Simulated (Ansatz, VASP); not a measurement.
**Two plane-wave programs on NaBe4**

```xyz
5
Lattice="3.9785 0.0000 0.0000 0.0000 3.9785 0.0000 0.0000 0.0000 3.9785" Properties=species:S:1:pos:R:3 pbc="T T T"
Na    1.9892    1.9892    1.9892
Be    1.9892    0.0000    0.0000
Be    0.0000    1.9892    0.0000
Be    0.0000    0.0000    1.9892
Be    0.0000    0.0000    0.0000
```

Alike in both runs: functional PBE; k mesh 10 × 10 × 10; occupations gaussian, width 0.1 eV; no spin polarisation.

Ansatz relaxed the structure, and its values are those at the end. VASP's run is a single point on that final structure, the one shown.

```csv
,VASP,Ansatz
version,VASP 6.6.1,Ansatz 0.2.0
potentials or method,"VASP PAW PBE potentials, release 64 (Na_pv, Be), cutoff 520 eV","scalar-relativistic, plane waves, PAW"
valence electrons in the cell,15,17
```

|  | VASP | Ansatz | Ansatz less VASP |
| --- | --- | --- | --- |
| gap on the k mesh at the Fermi level (eV) | none | none | - |
| pressure (GPa) | 0.1 | 0.0 | -0.08 |

A gap of «none» marks a metal or a gap that the smearing closes. VASP's potentials hold 15 valence electrons a cell and Ansatz's 17, so a difference there can come from the potentials and not from the codes.
